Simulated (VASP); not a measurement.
# HfN (I4mm) in VASP: notebook

Aim: see how the results for HfN move with the level of theory and the settings. Levels: PBEsol, PBEsol+U. Tasks: single point.

Everything below comes from runs of VASP 6.6.1. Logs are shortened: lines on timing, memory, paths and dates and some standing lists are left out, and cuts for length are marked.

### Step 1. The cell of the first run

Symmetry: I4mm, No. 107, tetragonal system. The conventional cell has a = 3.183 Å, b = 3.183 Å, c = 4.502 Å, α = 90.00°, β = 90.00°, γ = 90.00°. Hf (site symmetry 4mm) has 1 N at 1.65 Å within 2.2 Å. N (site symmetry 4mm) has 1 Hf at 1.65 Å within 2.2 Å.

### Step 2. Single point, PBEsol (atom 2 (N) moved by (+0.000, -0.600) A along [1 1 0] and z)

INCAR

```
SYSTEM = HfN
ALGO     = Normal         ! electronic algorithm
EDIFF    = 1E-6           ! SCF threshold, eV
ENCUT    = 600            ! plane-wave cutoff, eV
GGA      = PS             ! functional
GGA_COMPAT= .False.      
ISIF     = 2              ! what is computed and relaxed
ISMEAR   = 0              ! smearing method
LASPH    = .True.         ! aspherical terms in the spheres
LCHARG   = .True.         ! write CHGCAR
LELF     = .True.         ! ELF
LREAL    = .False.        ! projectors in reciprocal space
LVHAR    = .True.       
LWAVE    = .False.        ! write WAVECAR
NBANDS   = 14             ! bands
NELM     = 120            ! most SCF steps
PREC     = Accurate       ! precision mode
SIGMA    = 0.15           ! smearing width, eV
```

KPOINTS

```
k-points
0
Gamma
  22 22 22
  0 0 0
```

POSCAR

```
HfN
1.0
    0.0000000000      2.2507757579      2.2507757579
    2.2507757579      0.0000000000      2.2507757579
    2.2507757579      2.2507757579      0.0000000000
Hf N
1 1
Direct
    0.0000000000      0.0000000000      0.0000000000
    0.3667126217      0.3667126217      0.6332873783
```

Potentials or basis: VASP PAW PBE potentials, release 64 (Hf_pv, N).

On the command line:

```bash
$ cat potpaw_PBE.64/Hf_pv/POTCAR potpaw_PBE.64/N/POTCAR > POTCAR
$ mpirun -np 1 vasp_std > vasp.out
```

OUTCAR:

```text
SYSTEM = HfN
   EDIFF = 1E-6
   ENCUT = 600
   GGA = PS
   ISIF = 2
   ISMEAR = 0
   LASPH = .True.
   LREAL = .False.
   NELM = 120
   PREC = Accurate

 ion  position               nearest neighbor table
   1  0.000  0.000  0.000-   2 1.65   2 2.33   2 2.33   2 2.33   2 2.33
   2  0.367  0.367  0.633-   1 1.65   1 2.33   1 2.33   1 2.33   1 2.33

  LATTYP: Found a face centered cubic cell.
 ALAT       =     4.5015515158

  Lattice vectors:

 A1 = (   0.0000000000,   2.2507757579,   2.2507757579)
 A2 = (   2.2507757579,   0.0000000000,   2.2507757579)
 A3 = (   2.2507757579,   2.2507757579,   0.0000000000)

Analysis of symmetry for initial positions (statically):
=====================================================================
 Subroutine PRICEL returns:
 Original cell was already a primitive cell.

 Routine SETGRP: Setting up the symmetry group for a
 face centered cubic supercell.

 Subroutine GETGRP returns: Found  8 space group operations
 (whereof  8 operations were pure point group operations)
 out of a pool of 48 trial point group operations.

The static configuration has the point symmetry C_4v.

Analysis of symmetry for dynamics (positions and initial velocities):
=====================================================================
 Subroutine PRICEL returns:
 Original cell was already a primitive cell.

 Routine SETGRP: Setting up the symmetry group for a
 face centered cubic supercell.

 Subroutine GETGRP returns: Found  8 space group operations
 (whereof  8 operations were pure point group operations)
 out of a pool of 48 trial point group operations.

The dynamic configuration has the point symmetry C_4v.

 Subroutine INISYM returns: Found  8 space group operations
 (whereof  8 operations are pure point group operations),
 and found     1 'primitive' translations

----------------------------------------------------------------------------------------

                                     Primitive cell

  volume of cell :      22.8048

  direct lattice vectors                    reciprocal lattice vectors
     0.000000000  2.250775758  2.250775758    -0.222145631  0.222145631  0.222145631
     2.250775758  0.000000000  2.250775758     0.222145631 -0.222145631  0.222145631
     2.250775758  2.250775758  0.000000000     0.222145631  0.222145631 -0.222145631

  length of vectors
     3.183077603  3.183077603  3.183077603     0.384767519  0.384767519  0.384767519

  position of ions in fractional coordinates (direct lattice)
     0.000000000  0.000000000  0.000000000
     0.366712622  0.366712622  0.633287378

  ion indices of the primitive-cell ions
   primitive index   ion index
[... 81 lines left out ...]
   ISYM   =      2    0-nonsym 1-usesym 2-fastsym
   POTIM  = 0.5000    time-step for ionic-motion
   TEBEG  =    0.0;   TEEND  =   0.0 temperature during run
   PSTRESS=    0.0 pullay stress
   NELECT =      15.0000    total number of electrons
   NUPDOWN=      -1.0000    fix difference up-down
   EMIN   =  10.00;   EMAX   =-10.00  energy-range for DOS
   EFERMI =   0.00;   METHOD = LEGACY
   ISMEAR =     0;   SIGMA  =   0.15  broadening in eV -4-tet -1-fermi 0-gaus
   EFERMI_NEDOS =   21; number of points for ismear=-14 and -15
   IALGO  =     38    algorithm
   IMIX   =      4    mixing-type and parameters
     AMIX     =   0.40;   BMIX     =  1.00
     AMIX_MAG =   1.60;   BMIX_MAG =  1.00
  volume/ion in A,a.u.               =      11.40        76.95
  Fermi-wavevector in a.u.,A,eV,Ry     =   1.423737  2.690472 27.579367  2.027026
  Thomas-Fermi vector in A             =   2.544302
   LORBIT       =      0    0 simple, 1 ext, 2 COOP (PROOUT), +10 PAW based schemes
   GGA     = PS    functional components
   LHFCALC =     F    Hartree Fock is set to
   AEXX    =    0.0000 exact exchange contribution
   IVDW    =     0    specifies the selected vdW correction
   LEPSILON=     F    determine dielectric tensor
   LRPA    =     F    only Hartree local field effects (RPA)
 non-spin polarized calculation
 Gauss-broadening in eV      SIGMA  =   0.15
  energy-cutoff  :      600.00
  volume of cell :       22.80
 maximum number of plane-waves:       778
 NGX is ok and might be reduce to    28
   NGX = 13   NGY = 13   NGZ = 13

 number of electron      15.0000000 magnetization

 Free energy of the ion-electron system (eV)
  ---------------------------------------------------
  ext. energy  EPLUGINS =         0.00000000
  ---------------------------------------------------
  free energy    TOTEN  =       -19.84303300 eV

  energy without entropy =      -19.83463291  energy(sigma->0) =      -19.83883295

 E-fermi :   8.2542     XC(G=0): -12.7953

 val. band max:        8.2524974551   @ k =  -0.4545   0.2727   0.1364
 cond. band min:       8.2551071680   @ k =   0.0000   0.4091   0.1364
 fundamental gap:      0.0026097129
 Fermi energy:         8.2541684987

 k-point     1 :       0.0000    0.0000    0.0000
  band No.  band energies     occupation
      1     -23.3166      2.00000
      2     -22.2893      2.00000
      3     -22.2893      2.00000
      4      -8.9478      2.00000
      5       2.4140      2.00000
      6       2.4140      2.00000
      7       3.1095      2.00000
      8       8.2295      1.18410
      9       9.4380      0.00000
     10      10.5662      0.00000
     11      11.6894      0.00000
     12      11.6894      0.00000
     13      15.5128      0.00000
     14      17.1557      0.00000
[... 377 lines left out ...]
      1     -23.6446      2.00000
      2     -22.6282      2.00000
      3     -22.3620      2.00000
      4      -7.6767      2.00000
      5       0.6968      2.00000
      6       2.1835      2.00000
      7       3.1801      2.00000
      8       8.0347      1.96146
      9       9.7204      0.00000
     10      10.4400      0.00000
     11      13.0893      0.00000
     12      15.2647      0.00000
     13      17.6105      0.00000
     14      20.9988      0.00000

 [... further k-points ...]
[... 5 lines left out ...]
  --------------------------------------------------------------------------------------
  -------------------------------------------------------------------------------------
  Total        0.0358670      0.0358670     26.3804695      0.0000000      0.0000000     -0.0000000
  in kB        2.5198772      2.5198772   1853.3883153      0.0000000      0.0000000     -0.0000000
  external PRESSURE =     619.4760232 kB  Pullay stress =       0.0000000 kB

 VOLUME and BASIS-vectors are now :
 -----------------------------------------------------------------------------
  energy-cutoff  :      600.00
  volume of cell :       22.80
      direct lattice vectors                 reciprocal lattice vectors
     0.000000000  2.250775758  2.250775758    -0.222145631  0.222145631  0.222145631
     2.250775758  0.000000000  2.250775758     0.222145631 -0.222145631  0.222145631
     2.250775758  2.250775758  0.000000000     0.222145631  0.222145631 -0.222145631

 POSITION                                       TOTAL-FORCE (eV/Angst)
 -----------------------------------------------------------------------------------
      0.00000      0.00000      0.00000         0.000000      0.000000    -15.614171
      2.25078      2.25078      1.65078         0.000000      0.000000     15.614171
 -----------------------------------------------------------------------------------
    total drift:                                0.000000      0.000000     -0.000879

  FREE ENERGIE OF THE ION-ELECTRON SYSTEM (eV)
  ---------------------------------------------------
  free  energy   TOTEN  =       -19.8430330021 eV

  energy  without entropy=      -19.8346329077  energy(sigma->0) =      -19.83883295
```

stdout:

```text
POSCAR found type information on POSCAR HfN
 POSCAR found :  2 types and       2 ions
 scaLAPACK will be used
 -----------------------------------------------------------------------------
|                                                                             |
|                                                                             |
|     You enforced a specific xc type in the INCAR file but a different       |
|     I HOPE YOU KNOW WHAT YOU ARE DOING!                                     |
|                                                                             |
 -----------------------------------------------------------------------------

 LDA part: xc-table for (Slater+PW92), standard interpolation
 POSCAR, INCAR and KPOINTS ok, starting setup
 FFT: planning ... GRIDC
 FFT: planning ... GRID_SOFT
 FFT: planning ... GRID
 WAVECAR not read
 entering main loop
```

Run time: 3.4 min. Hardware: 1 thread of Intel Xeon Platinum 8488C (Sapphire Rapids), shared host; peak memory 0.45 GiB.

What came out:

| Quantity | Value |
| --- | --- |
| Free energy | -19.8430 eV |
| Pressure | 61.9 GPa |
| Largest force | 15.614 eV/Å |
| Band gap on the k mesh | zero (an odd number of electrons rules out a gap without spin polarisation) |

Forces in eV/Å, atoms in the order of the input:
```
Hf    0.000   0.000 -15.614
N     0.000   0.000  15.614
```

Stress tensor (GPa, compression positive):
```
  0.25   0.00   0.00
  0.00   0.25   0.00
  0.00   0.00 185.34
```

Levels at points of the mesh, in eV from the Fermi level:
```csv
k point,band 5,band 6,band 7,band 8,band 9,band 10,band 11,band 12
"(0.00, 0.00, 0.00)",-5.84,-5.84,-5.14,-0.02,1.18,2.31,3.44,3.44
"(0.50, 0.00, 0.00)",-8.75,-6.35,-5.78,1.42,3.47,4.58,5.53,5.69
"(0.50, 0.50, 0.00)",-4.05,-4.02,-4.02,-3.80,0.66,4.77,5.55,5.55
"(0.00, 0.50, 0.50)",-7.83,-5.60,-4.02,1.36,3.32,5.32,5.86,6.16
```

Caveat: the cell differs from its parent crystal (atom 2 (N) moved by (+0.000, -0.600) A along [1 1 0] and z); the stress differs along the axes, from 0 to 185 GPa; the PAW data sets were made with another functional, which shifts forces and pressure a little; spin-orbit coupling is left out, which moves the levels of the heavy elements; an odd number of electrons without spin polarisation forces a metal; a magnetic or distorted state may lie lower.

### Step 3. Single point, PBEsol (atom 2 (N) moved by (+0.000, -0.300) A along [1 1 0] and z)

INCAR

```
PREC = Accurate ; ENCUT = 600
EDIFF = 1E-6 ; ISMEAR = 0
SIGMA = 0.15 ; LREAL = False
LASPH = True ; NELM = 120
ALGO = Normal ; ISIF = 2
LWAVE = False ; LCHARG = False
GGA = PS ; NBANDS = 14
GGA_COMPAT = False
```

KPOINTS

```
Automatic mesh
0
Gamma
  22 22 22
```

Changes to POSCAR since step 2:

```diff
@@ -9,2 +9,2 @@
     0.0000000000      0.0000000000      0.0000000000
-    0.3667126217      0.3667126217      0.6332873783
+    0.4333563108      0.4333563108      0.5666436892
```

Potentials or basis: VASP PAW PBE potentials, release 64 (Hf_pv, N).

On the command line:

```bash
$ cat potpaw_PBE.64/Hf_pv/POTCAR potpaw_PBE.64/N/POTCAR > POTCAR
$ mpirun -np 1 vasp_std > vasp.out
```

It took 2.8 min on 1 thread of Intel Xeon Platinum 8488C (Sapphire Rapids), shared host; peak memory 0.45 GiB.

The run converged. Its results:

```yaml
Free_energy: -22.4120 eV
Pressure: 11.1 GPa
Largest_force: 4.280 eV/Å
Band_gap_on_the_k_mesh: zero (an odd number of electrons rules out a gap without spin polarisation)
```

Forces on the atoms (eV/Å):
```
Hf   0.000  0.000 -4.280
N    0.000  0.000  4.280
```

Stress tensor (GPa, compression positive):
```
-1.53  0.00  0.00
 0.00 -1.53  0.00
 0.00  0.00 36.41
```

Levels at points of the mesh, in eV from the Fermi level:
```csv
k point,band 4,band 5,band 6,band 7,band 8,band 9,band 10,band 11,band 12,band 13
"(0.00, 0.00, 0.00)",-17.39,-3.98,-3.98,-3.89,-0.18,1.05,1.05,1.79,2.17,3.80
"(0.50, 0.00, 0.00)",-14.70,-8.78,-6.11,-5.97,2.84,3.47,4.07,4.86,7.72,9.56
"(0.50, 0.50, 0.00)",-16.16,-5.04,-3.77,-3.64,-3.64,4.33,4.42,5.70,5.70,6.71
"(0.00, 0.50, 0.50)",-16.22,-5.81,-5.36,-3.78,-1.26,4.66,5.26,5.72,5.80,8.34
```

Caveat: the cell differs from its parent crystal (atom 2 (N) moved by (+0.000, -0.300) A along [1 1 0] and z); the stress differs along the axes, from -2 to 36 GPa; the PAW data sets were made with another functional, which shifts forces and pressure a little; spin-orbit coupling is left out, which moves the levels of the heavy elements; an odd number of electrons without spin polarisation forces a metal; a magnetic or distorted state may lie lower.

[end of part 1 of 2]
